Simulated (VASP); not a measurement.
# GaN in VASP: a series of runs, part 2 of 3

VASP 6.6.1. Earlier steps stand in the parts before.

**3. Single point, PBE (epitaxial xy strain -1.0%)**

File INCAR:

```
PREC     = Accurate       # precision mode
ENCUT    = 520            # plane-wave cutoff, eV
EDIFF    = 1E-6           # SCF threshold, eV
ISMEAR   = 0              # smearing method
SIGMA    = 0.01           # smearing width, eV
LREAL    = F              # projectors in reciprocal space
LASPH    = T              # aspherical terms in the spheres
NELM     = 60             # most SCF steps
ALGO     = Normal         # electronic algorithm
ISIF     = 2              # what is computed and relaxed
LWAVE    = F              # write WAVECAR
LCHARG   = F              # write CHGCAR
GGA      = PE             # functional
NBANDS   = 16             # bands
```

File KPOINTS:

```
regular mesh
0
Gamma
  6 6 6
```

File POSCAR:

```
GaN
1.0
    0.0000000000      2.2264630157      2.2727256636
    2.2264630157      0.0000000000      2.2727256636
    2.2264630157      2.2264630157      0.0000000000
Ga N
1 1
Direct
    0.0000000000      0.0000000000      0.0000000000
    0.2500000000      0.2500000000      0.2500000000
```

Potentials or basis: VASP PAW PBE potentials, release 64 (Ga_d, N).

Started as:

```sh
> cat potpaw_PBE.64/Ga_d/POTCAR potpaw_PBE.64/N/POTCAR > POTCAR
> mpirun -np 1 vasp_std > vasp.out
```

OUTCAR:

```text
PREC = Accurate
   ENCUT = 520
   EDIFF = 1E-6
   ISMEAR = 0
   LREAL = F
   LASPH = T
   NELM = 60
   ISIF = 2
   GGA = PE

 ion  position               nearest neighbor table
   1  0.000  0.000  0.000-   2 1.94   2 1.94   2 1.94   2 1.94
   2  0.250  0.250  0.250-   1 1.94   1 1.94   1 1.94   1 1.94

  LATTYP: Found a body centered tetragonal cell.
 ALAT       =     3.1486941929
 C/A-ratio  =     1.4435988536

  Lattice vectors:

 A1 = (  -2.2264630157,   0.0000000000,   2.2727256636)
 A2 = (   2.2264630157,   0.0000000000,   2.2727256636)
 A3 = (   0.0000000000,   2.2264630157,  -2.2727256636)

Analysis of symmetry for initial positions (statically):
=====================================================================
 Subroutine PRICEL returns:
 Original cell was already a primitive cell.

 Routine SETGRP: Setting up the symmetry group for a
 body centered tetragonal supercell.

 Subroutine GETGRP returns: Found  8 space group operations
 (whereof  8 operations were pure point group operations)
 out of a pool of 16 trial point group operations.

The static configuration has the point symmetry D_2d.

Analysis of symmetry for dynamics (positions and initial velocities):
=====================================================================
 Subroutine PRICEL returns:
 Original cell was already a primitive cell.

 Routine SETGRP: Setting up the symmetry group for a
 body centered tetragonal supercell.

 Subroutine GETGRP returns: Found  8 space group operations
 (whereof  8 operations were pure point group operations)
 out of a pool of 16 trial point group operations.

The dynamic configuration has the point symmetry D_2d.

 Subroutine INISYM returns: Found  8 space group operations
 (whereof  8 operations are pure point group operations),
 and found     1 'primitive' translations

----------------------------------------------------------------------------------------

[... 110 lines left out ...]
   IMIX   =      4    mixing-type and parameters
     AMIX     =   0.40;   BMIX     =  1.00
     AMIX_MAG =   1.60;   BMIX_MAG =  1.00
  volume/ion in A,a.u.               =      11.27        76.03
  Fermi-wavevector in a.u.,A,eV,Ry     =   1.519018  2.870528 31.394309  2.307417
  Thomas-Fermi vector in A             =   2.628061
   LORBIT       =      0    0 simple, 1 ext, 2 COOP (PROOUT), +10 PAW based schemes
   GGA     = PE    functional components
   LHFCALC =     F    Hartree Fock is set to
   AEXX    =    0.0000 exact exchange contribution
   IVDW    =     0    specifies the selected vdW correction
   LEPSILON=     F    determine dielectric tensor
   LRPA    =     F    only Hartree local field effects (RPA)
 non-spin polarized calculation
 Gauss-broadening in eV      SIGMA  =   0.01
  energy-cutoff  :      520.00
  volume of cell :       22.53
 maximum number of plane-waves:       620
   NGX = 11   NGY = 11   NGZ = 11

 number of electron      18.0000012 magnetization

 Free energy of the ion-electron system (eV)
  ---------------------------------------------------
  ext. energy  EPLUGINS =         0.00000000
  ---------------------------------------------------
  free energy    TOTEN  =       -12.12148407 eV

  energy without entropy =      -12.12148407  energy(sigma->0) =      -12.12148407

 E-fermi :   5.5690     XC(G=0): -11.7502

 val. band max:        5.4909814520   @ k =   0.0000   0.0000   0.0000
 cond. band min:       7.2799678665   @ k =   0.0000   0.0000   0.0000
 fundamental gap:      1.7889864145
 Fermi energy:         5.5689507952

 k-point     1 :       0.0000    0.0000    0.0000
  band No.  band energies     occupation
      1     -10.6113      2.00000
      2      -8.0184      2.00000
      3      -7.9952      2.00000
      4      -7.9952      2.00000
      5      -7.6683      2.00000
      6      -7.6672      2.00000
[... 433 lines left out ...]
      3      -7.7456      2.00000
      4      -7.7352      2.00000
      5      -7.6014      2.00000
      6      -6.1262      2.00000
[... 8 lines left out ...]
     15      27.9325      0.00000
     16      28.2335      0.00000

 [... further k-points ...]

------------------------ aborting loop because EDIFF is reached ----------------------------------------

  FORCE on cell =-STRESS in cart. coord.  units (eV):
  Direction    XX          YY          ZZ          XY          YZ          ZX
  --------------------------------------------------------------------------------------
  -------------------------------------------------------------------------------------
  Total        1.2656025      1.2656025      0.9018724      0.0000000     -0.0000000      0.0000000
  in kB       89.9911749     89.9911749     64.1280034      0.0000000     -0.0000000      0.0000000
  external PRESSURE =      81.3701177 kB  Pullay stress =       0.0000000 kB

 VOLUME and BASIS-vectors are now :
 -----------------------------------------------------------------------------
  energy-cutoff  :      520.00
  volume of cell :       22.53
      direct lattice vectors                 reciprocal lattice vectors
     0.000000000  2.226463016  2.272725664    -0.224571438  0.224571438  0.220000156
     2.226463016  0.000000000  2.272725664     0.224571438 -0.224571438  0.220000156
     2.226463016  2.226463016  0.000000000     0.224571438  0.224571438 -0.220000156

 POSITION                                       TOTAL-FORCE (eV/Angst)
 -----------------------------------------------------------------------------------
      0.00000      0.00000      0.00000        -0.000000     -0.000000     -0.000000
      1.11323      1.11323      1.13636         0.000000      0.000000      0.000000
 -----------------------------------------------------------------------------------
    total drift:                                0.000001      0.000001      0.000002

  FREE ENERGIE OF THE ION-ELECTRON SYSTEM (eV)
  ---------------------------------------------------
  free  energy   TOTEN  =       -12.1214840692 eV

  energy  without entropy=      -12.1214840692  energy(sigma->0) =      -12.12148407
```

OSZICAR:

```text
N       E                     dE             d eps       ncg     rms          rms(c)
DAV:   1     0.811977637386E+02    0.81198E+02   -0.93798E+03  1080   0.199E+03
DAV:   2    -0.830301709670E+01   -0.89501E+02   -0.83426E+02  1072   0.330E+02
DAV:   3    -0.140867097737E+02   -0.57837E+01   -0.57620E+01  1160   0.709E+01
DAV:   4    -0.141503667997E+02   -0.63657E-01   -0.63648E-01  1160   0.802E+00
DAV:   5    -0.141513227182E+02   -0.95592E-03   -0.95591E-03  1176   0.869E-01    0.778E+00
DAV:   6    -0.121192723167E+02    0.20321E+01   -0.49110E+00  1456   0.402E+01    0.268E+00
DAV:   7    -0.121289681666E+02   -0.96958E-02   -0.32602E-01  1080   0.649E+00    0.177E+00
DAV:   8    -0.121251558250E+02    0.38123E-02   -0.53998E-02  1128   0.326E+00    0.753E-01
DAV:   9    -0.121212466331E+02    0.39092E-02   -0.14057E-02  1464   0.277E+00    0.189E-01
DAV:  10    -0.121215731411E+02   -0.32651E-03   -0.15170E-03  1128   0.556E-01    0.882E-02
DAV:  11    -0.121214793200E+02    0.93821E-04   -0.27570E-04  1464   0.246E-01    0.104E-02
DAV:  12    -0.121214843485E+02   -0.50285E-05   -0.29224E-05  1096   0.508E-02    0.115E-02
DAV:  13    -0.121214840692E+02    0.27929E-06   -0.62327E-07   840   0.144E-02
   1 F= -.12121484E+02 E0= -.12121484E+02  d E =-.207078E-30
```

Run time: 15 s. Hardware: 1 thread of Intel Xeon 8259CL, shared host; peak memory 0.14 GiB.

What came out:

```yaml
Free_energy: -12.1215 eV
Pressure: 8.1 GPa
Band_gap_on_the_k_mesh: 1.79 eV, direct
```

Caveat: the cell differs from its parent crystal (epitaxial xy strain -1.0%).

**4. Single point, PBE (epitaxial xy strain +1.0%)**

File INCAR:

```
  ALGO = Normal
  EDIFF = 1E-6
  ENCUT = 520
  GGA = PE
  ISIF = 2
  ISMEAR = 0
  LASPH = T
  LCHARG = F
  LREAL = F
  LWAVE = F
  NBANDS = 16
  NELM = 100
  PREC = Accurate
  SIGMA = 0.01
```

File KPOINTS:

```
k-points
0
Gamma
  6 6 6
```

File POSCAR:

```
GaN
1.0
    0.0000000000      2.2714420665      2.2244082653
    2.2714420665      0.0000000000      2.2244082653
    2.2714420665      2.2714420665      0.0000000000
Ga N
1 1
Direct
    0.0000000000      0.0000000000      0.0000000000
    0.2500000000      0.2500000000      0.2500000000
```

Started as:

```sh
> cat potpaw_PBE.64/Ga_d/POTCAR potpaw_PBE.64/N/POTCAR > POTCAR
> mpirun -np 1 vasp_std > vasp.out
```

Wall time 13 s (1 thread of Intel Xeon 8259CL, shared host); peak memory 0.14 GiB.

It converged, with:

```yaml
Free_energy: -12.1382 eV
Pressure: 4.5 GPa
Band_gap_on_the_k_mesh: 1.64 eV, direct
```

Stress tensor (GPa, compression positive):
```
3.67 0.00 0.00
0.00 3.67 0.00
0.00 0.00 6.08
```

Levels at points of the mesh, in eV from the valence-band top:
```
           k point  band 7  band 8  band 9  band 10  band 11  band 12
(0.00, 0.00, 0.00)   -0.09   -0.09    0.00     1.64    10.18    10.24
(0.50, 0.00, 0.00)   -7.08   -1.10   -0.95     4.54     8.65    10.13
(0.50, 0.50, 0.00)   -6.02   -2.86   -2.86     3.20     6.36    11.82
(0.50, 0.00, 0.50)   -6.25   -2.70   -2.69     3.33     6.69    11.53
```

Caveat: the cell differs from its parent crystal (epitaxial xy strain +1.0%).

(Continued in part 3 of 3.)
